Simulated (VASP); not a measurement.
# W3N (P-3m1) in VASP: single point with PBEsol

Aim: the single point of W3N with PBEsol.

All numbers are computed with VASP 6.6.1; they aren't measurements. Logs are shortened: lines on timing, memory, paths and dates and some standing lists are left out, and cuts for length are marked.

## Step 1: The cell of the first run

The structure is trigonal, space group P-3m1 (No. 164). Conventional cell: a = 2.936 Å, b = 2.936 Å, c = 7.285 Å, α = 90.00°, β = 90.00°, γ = 120.00°. W (site symmetry -3m) has 12 W at 2.92 to 2.94 Å and 2 N at 3.64 Å within 3.8 Å. Within 2.8 Å of W (site symmetry 3m) lie 3 N at 2.12 Å. N (site symmetry -3m) has 6 W at 2.12 Å within 2.8 Å.

## Step 2: Single point, PBEsol (Ta replaced by W, lengths x 0.975, strained)

INCAR

```
  ALGO = Normal
  EDIFF = 1E-6
  ENCUT = 910
  GGA = PS
  GGA_COMPAT = False
  ISIF = 2
  ISMEAR = 0
  LASPH = True
  LCHARG = False
  LREAL = False
  LWAVE = False
  NBANDS = 32
  NELM = 120
  PREC = Accurate
  SIGMA = 0.1
```

KPOINTS

```
k-points
0
Gamma
  18 18 6
```

POSCAR

```
W3N
1.0
    2.9359277040      0.0000000000      0.0000000000
   -1.4679638521      2.5425879754      0.0000000000
    0.0000000000      0.0000000000      7.2851881508
W N
3 1
Direct
    0.0000000000      0.0000000000      0.5000000000
    0.3333333300      0.6666666700      0.1739300000
    0.6666666700      0.3333333300      0.8260700000
    0.0000000000      0.0000000000      0.0000000000
```

Potentials or basis: VASP PAW PBE potentials, release 64 (W_sv, N_h).

The run is started by

```bash
cat potpaw_PBE.64/W_sv/POTCAR potpaw_PBE.64/N_h/POTCAR > POTCAR
mpirun -np 1 vasp_std > vasp.out
```

OUTCAR:

```text
EDIFF = 1E-6
   ENCUT = 910
   GGA = PS
   ISIF = 2
   ISMEAR = 0
   LASPH = True
   LREAL = False
   NELM = 120
   PREC = Accurate

 ion  position               nearest neighbor table
   1  0.000  0.000  0.500-   2 2.92   3 2.92   3 2.92   2 2.92   3 2.92   2 2.92
   2  0.333  0.667  0.174-   4 2.12   4 2.12   4 2.12   1 2.92   1 2.92   1 2.92   3 3.05   3 3.05
                             3 3.05
   3  0.667  0.333  0.826-   4 2.12   4 2.12   4 2.12   1 2.92   1 2.92   1 2.92   2 3.05   2 3.05
                             2 3.05
   4  0.000  0.000  0.000-   2 2.12   3 2.12   3 2.12   2 2.12   3 2.12   2 2.12

  LATTYP: Found a hexagonal cell.
 ALAT       =     2.9359277040
 C/A-ratio  =     2.4813922158

  Lattice vectors:

 A1 = (   2.9359277040,   0.0000000000,   0.0000000000)
 A2 = (  -1.4679638521,   2.5425879754,   0.0000000000)
 A3 = (   0.0000000000,   0.0000000000,   7.2851881508)

Analysis of symmetry for initial positions (statically):
=====================================================================
 Subroutine PRICEL returns:
 Original cell was already a primitive cell.

 Routine SETGRP: Setting up the symmetry group for a
 hexagonal supercell.

 Subroutine GETGRP returns: Found 12 space group operations
 (whereof 12 operations were pure point group operations)
 out of a pool of 24 trial point group operations.

The static configuration has the point symmetry D_3d.

Analysis of symmetry for dynamics (positions and initial velocities):
=====================================================================
 Subroutine PRICEL returns:
 Original cell was already a primitive cell.

 Routine SETGRP: Setting up the symmetry group for a
 hexagonal supercell.

 Subroutine GETGRP returns: Found 12 space group operations
 (whereof 12 operations were pure point group operations)
 out of a pool of 24 trial point group operations.

The dynamic configuration has the point symmetry D_3d.

 Subroutine INISYM returns: Found 12 space group operations
 (whereof 12 operations are pure point group operations),
 and found     1 'primitive' translations

----------------------------------------------------------------------------------------

                                     Primitive cell

  volume of cell :      54.3829

  direct lattice vectors                    reciprocal lattice vectors
     2.935927704  0.000000000  0.000000000     0.340607842  0.196650029  0.000000000
    -1.467963852  2.542587975  0.000000000     0.000000000  0.393300059  0.000000000
     0.000000000  0.000000000  7.285188151     0.000000000  0.000000000  0.137264814

  length of vectors
     2.935927704  2.935927704  7.285188151     0.393300059  0.393300059  0.137264814

  position of ions in fractional coordinates (direct lattice)
     0.000000000  0.000000000  0.500000000
     0.333333330  0.666666670  0.173930000
     0.666666670  0.333333330  0.826070000
     0.000000000  0.000000000  0.000000000

  ion indices of the primitive-cell ions
   primitive index   ion index
                 1           1
                 2           2
                 3           3
                 4           4

----------------------------------------------------------------------------------------

 KPOINTS: k-points

Automatic generation of k-mesh.
 Grid dimensions read from file:
 generate k-points for:   18   18    6

 Generating k-lattice:

  Cartesian coordinates                     Fractional coordinates (reciprocal lattice)
     0.018922658  0.010925002  0.000000000     0.055555556 -0.000000000  0.000000000
     0.000000000  0.021850003  0.000000000     0.000000000  0.055555556  0.000000000
     0.000000000  0.000000000  0.022877469     0.000000000  0.000000000  0.166666667

  Length of vectors
     0.021850003  0.021850003  0.022877469

  Shift w.r.t. Gamma in fractional coordinates (k-lattice)
     0.000000000  0.000000000  0.000000000

 Subroutine IBZKPT returns following result:
 ===========================================

 Found    202 irreducible k-points:

 Following reciprocal coordinates:
            Coordinates               Weight
  0.000000  0.000000  0.000000      1.000000
  0.055556  0.000000  0.000000      6.000000
  0.111111  0.000000  0.000000      6.000000
  0.166667  0.000000  0.000000      6.000000
  0.222222 -0.000000  0.000000      6.000000
  0.277778  0.000000  0.000000      6.000000
[... 16 lines left out ...]
  0.333333  0.111111  0.000000     12.000000
  0.388889  0.111111  0.000000     12.000000
 [... further k-points ...]
   k-points           NKPTS =    202   k-points in BZ     NKDIM =    202   number of bands    NBANDS=     32
   number of dos      NEDOS =    301   number of ions     NIONS =      4
   total plane-waves  NPLWV =  64800
   dimension x,y,z NGX =    30 NGY =   30 NGZ =   72
   dimension x,y,z NGXF=    60 NGYF=   60 NGZF=  144
   ions per type =               3   1
   NGX,Y,Z   is equivalent  to a cutoff of  16.99, 16.99, 16.43 a.u.
   NGXF,Y,Z  is equivalent  to a cutoff of  33.97, 33.97, 32.86 a.u.
 SYSTEM =  unknown system
   PREC   = accura    normal or accurate (medium, high low for compatibility)
   ISTART =      0    job   : 0-new  1-cont  2-samecut
   ICHARG =      2    charge: 1-file 2-atom 10-const
   ISPIN  =      1    spin polarized calculation?
   LNONCOLLINEAR =      F non collinear calculations
   LSORBIT =      F    spin-orbit coupling
   LASPH  =      T    aspherical Exc in radial PAW
   ENCUT  =  910.0 eV  66.88 Ry    8.18 a.u.   7.22  7.22 17.92*2*pi/ulx,y,z
   NELM   =    120;   NELMIN=  2; NELMDL= -5     # of ELM steps
   EDIFF  = 0.1E-05   stopping-criterion for ELM
   LREAL  =      F    real-space projection
   EDIFFG = 0.1E-04   stopping-criterion for IOM
   NSW    =      0    number of steps for IOM
   IBRION =     -1    ionic relax: 0-MD 1-quasi-New 2-CG
   NFREE  =      0    steps in history (QN), initial steepest desc. (CG)
   ISIF   =      2    stress and relaxation
   ISYM   =      2    0-nonsym 1-usesym 2-fastsym
   POTIM  = 0.5000    time-step for ionic-motion
   TEBEG  =    0.0;   TEEND  =   0.0 temperature during run
   PSTRESS=    0.0 pullay stress
   NELECT =      47.0000    total number of electrons
   NUPDOWN=      -1.0000    fix difference up-down
   EMIN   =  10.00;   EMAX   =-10.00  energy-range for DOS
   EFERMI =   0.00;   METHOD = LEGACY
   ISMEAR =     0;   SIGMA  =   0.10  broadening in eV -4-tet -1-fermi 0-gaus
   EFERMI_NEDOS =   21; number of points for ismear=-14 and -15
   IALGO  =     38    algorithm
   IMIX   =      4    mixing-type and parameters
     AMIX     =   0.40;   BMIX     =  1.00
     AMIX_MAG =   1.60;   BMIX_MAG =  1.00
  volume/ion in A,a.u.               =      13.60        91.75
  Fermi-wavevector in a.u.,A,eV,Ry     =   1.559385  2.946811 33.085045  2.431682
  Thomas-Fermi vector in A             =   2.662751
   LORBIT       =      0    0 simple, 1 ext, 2 COOP (PROOUT), +10 PAW based schemes
   GGA     = PS    functional components
   LHFCALC =     F    Hartree Fock is set to
   AEXX    =    0.0000 exact exchange contribution
   IVDW    =     0    specifies the selected vdW correction
   LEPSILON=     F    determine dielectric tensor
   LRPA    =     F    only Hartree local field effects (RPA)
 non-spin polarized calculation
 Gauss-broadening in eV      SIGMA  =   0.10
  energy-cutoff  :      910.00
  volume of cell :       54.38
 maximum number of plane-waves:      3414
 NGX is ok and might be reduce to    30
   NGX = 15   NGY = 15   NGZ = 35

 number of electron      47.0000002 magnetization

 Free energy of the ion-electron system (eV)
  ---------------------------------------------------
  ext. energy  EPLUGINS =         0.00000000
  ---------------------------------------------------
  free energy    TOTEN  =       -49.66445941 eV

  energy without entropy =      -49.64351130  energy(sigma->0) =      -49.65398535

 E-fermi :  11.0161     XC(G=0): -13.6333

 val. band max:       11.0144305060   @ k =  -0.1111   0.3333   0.3333
 cond. band min:      11.0219072552   @ k =   0.0000   0.1111   0.3333
 fundamental gap:      0.0074767492
 Fermi energy:        11.0161426019

 k-point     1 :       0.0000    0.0000    0.0000
  band No.  band energies     occupation
      1     -63.4831      2.00000
      2     -63.4563      2.00000
      3     -62.7364      2.00000
      4     -28.0210      2.00000
      5     -27.7086      2.00000
      6     -27.3940      2.00000
[... 24 lines left out ...]
     31      13.8859      0.00000
     32      14.3150      0.00000

 k-point     2 :       0.0556    0.0000    0.0000
  band No.  band energies     occupation
      1     -63.4814      2.00000
      2     -63.4549      2.00000
      3     -62.7350      2.00000
      4     -28.0162      2.00000
      5     -27.7062      2.00000
      6     -27.4172      2.00000
[... 24 lines left out ...]
     31      14.0411      0.00000
     32      14.4535      0.00000

 k-point     3 :       0.1111    0.0000    0.0000
  band No.  band energies     occupation
      1     -63.4764      2.00000
      2     -63.4510      2.00000
      3     -62.7309      2.00000
      4     -28.0027      2.00000
      5     -27.7013      2.00000
      6     -27.4805      2.00000
[... 24 lines left out ...]
     31      14.5226      0.00000
     32      14.6639      0.00000

 k-point     4 :       0.1667    0.0000    0.0000
  band No.  band energies     occupation
      1     -63.4687      2.00000
      2     -63.4451      2.00000
      3     -62.7247      2.00000
      4     -27.9840      2.00000
      5     -27.7065      2.00000
      6     -27.5635      2.00000
[... 24 lines left out ...]
     31      14.7756      0.00000
     32      15.3167      0.00000

 k-point     5 :       0.2222   -0.0000    0.0000
  band No.  band energies     occupation
      1     -63.4592      2.00000
      2     -63.4380      2.00000
      3     -62.7171      2.00000
      4     -27.9679      2.00000
      5     -27.7629      2.00000
      6     -27.6436      2.00000
[... 584 lines left out ...]
     31      14.9647      0.00000
     32      16.0870      0.00000

 k-point    22 :       0.2778    0.1111    0.0000
  band No.  band energies     occupation
      1     -63.4362      2.00000
      2     -63.4219      2.00000
      3     -62.6994      2.00000
      4     -28.0191      2.00000
      5     -27.9596      2.00000
      6     -27.7658      2.00000
[... 24 lines left out ...]
     31      15.1078      0.00000
     32      16.1233      0.00000

 k-point    23 :       0.3333    0.1111    0.0000
  band No.  band energies     occupation
      1     -63.4282      2.00000
      2     -63.4171      2.00000
      3     -62.6935      2.00000
      4     -28.0824      2.00000
      5     -28.0281      2.00000
      6     -27.7637      2.00000
[... 24 lines left out ...]
     31      15.4377      0.00000
     32      16.2415      0.00000

 k-point    24 :       0.3889    0.1111    0.0000
  band No.  band energies     occupation
      1     -63.4227      2.00000
      2     -63.4142      2.00000
      3     -62.6897      2.00000
      4     -28.1298      2.00000
      5     -28.0726      2.00000
      6     -27.7559      2.00000
[... 24 lines left out ...]
     31      15.3600      0.00000
     32      16.6864      0.00000

 [... further k-points ...]
[... 5 lines left out ...]
  --------------------------------------------------------------------------------------
  -------------------------------------------------------------------------------------
  Total       -4.3055138     -4.3055138     -1.7026160      0.0000000      0.0000000     -0.0000000
  in kB     -126.8450273   -126.8450273    -50.1608831      0.0000000      0.0000000     -0.0000000
  external PRESSURE =    -101.2836459 kB  Pullay stress =       0.0000000 kB

 VOLUME and BASIS-vectors are now :
 -----------------------------------------------------------------------------
  energy-cutoff  :      910.00
  volume of cell :       54.38
      direct lattice vectors                 reciprocal lattice vectors
     2.935927704  0.000000000  0.000000000     0.340607842  0.196650029  0.000000000
    -1.467963852  2.542587975  0.000000000     0.000000000  0.393300059  0.000000000
     0.000000000  0.000000000  7.285188151     0.000000000  0.000000000  0.137264814

 POSITION                                       TOTAL-FORCE (eV/Angst)
 -----------------------------------------------------------------------------------
      0.00000      0.00000      3.64259        -0.000000      0.000000      0.000000
     -0.00000      1.69506      1.26711         0.000000      0.000000      2.130218
      1.46796      0.84753      6.01808        -0.000000     -0.000000     -2.130218
      0.00000      0.00000      0.00000        -0.000000      0.000000      0.000000
 -----------------------------------------------------------------------------------
    total drift:                               -0.000000      0.000000     -0.000000

  FREE ENERGIE OF THE ION-ELECTRON SYSTEM (eV)
  ---------------------------------------------------
  free  energy   TOTEN  =       -49.6644594072 eV

  energy  without entropy=      -49.6435112955  energy(sigma->0) =      -49.65398535
```

Run time: 8.6 min. Hardware: 1 thread of Intel Xeon Platinum 8488C (Sapphire Rapids), shared host; peak memory 0.71 GiB.

Results:

* Free energy: -49.6645 eV
* Pressure: -10.1 GPa
* Largest force: 2.130 eV/Å
* Band gap on the k mesh: zero (an odd number of electrons rules out a gap without spin polarisation)

Forces in eV/Å, atoms in the order of the input:
```
W    0.000  0.000  0.000
W    0.000  0.000  2.130
W    0.000  0.000 -2.130
N    0.000  0.000  0.000
```

Caveat: the cell differs from its parent crystal (Ta replaced by W, lengths x 0.975, strained); the cutoff is under 1.25 times the usual one of these potentials, so pressure, stress and relaxed cells hold a basis-set (Pulay) error; the cell stands under tension; the PAW data sets were made with another functional, which shifts forces and pressure a little; spin-orbit coupling is left out, which moves the levels of the heavy elements.
